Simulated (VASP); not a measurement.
Input of a VASP 6.6.1 run:

INCAR

```
SYSTEM = SnPb3Se4
  ALGO = Normal
  EDIFF = 1E-7
  ENCUT = 520
  GGA = PE
  ISIF = 2
  ISMEAR = 0
  LASPH = .TRUE.
  LCHARG = .FALSE.
  LREAL = .FALSE.
  LWAVE = .FALSE.
  NBANDS = 50
  NELM = 80
  PREC = Accurate
  SIGMA = 0.1
```

File KPOINTS:

```
k-points
0
G
  6 6 6
  0 0 0
```

Contents of POSCAR:

```
SnPb3Se4
1.0
    6.1821002724      0.0000000000      0.0000000000
    0.0000000000      6.1821002724      0.0000000000
    0.0000000000      0.0000000000      6.1821002724
Sn Pb Se
1 3 4
Direct
    0.0000000000      0.0000000000      0.0000000000
    0.5000000000      0.0000000000      0.5000000000
    0.0000000000      0.5000000000      0.5000000000
    0.5000000000      0.5000000000      0.0000000000
    0.5000000000      0.5000000000      0.5000000000
    0.0000000000      0.5000000000      0.0000000000
    0.5000000000      0.0000000000      0.0000000000
    0.0000000000      0.0000000000      0.5000000000
```

Potentials or basis: VASP PAW PBE potentials, release 64 (Sn_d, Pb_d, Se).

Launch:

```sh
$ cat potpaw_PBE.64/Sn_d/POTCAR potpaw_PBE.64/Pb_d/POTCAR potpaw_PBE.64/Se/POTCAR > POTCAR
$ mpirun -np 1 vasp_std > vasp.out
```

Q: What does it give for the band gap on the k mesh?

A: Zero (filled and empty bands touch).

Q: What does it give for the pressure?

A: 0.0 GPa.

Caveat: semilocal functionals underestimate gaps, and a narrow one can read as zero; spin-orbit coupling is left out, which moves the levels of the heavy elements.
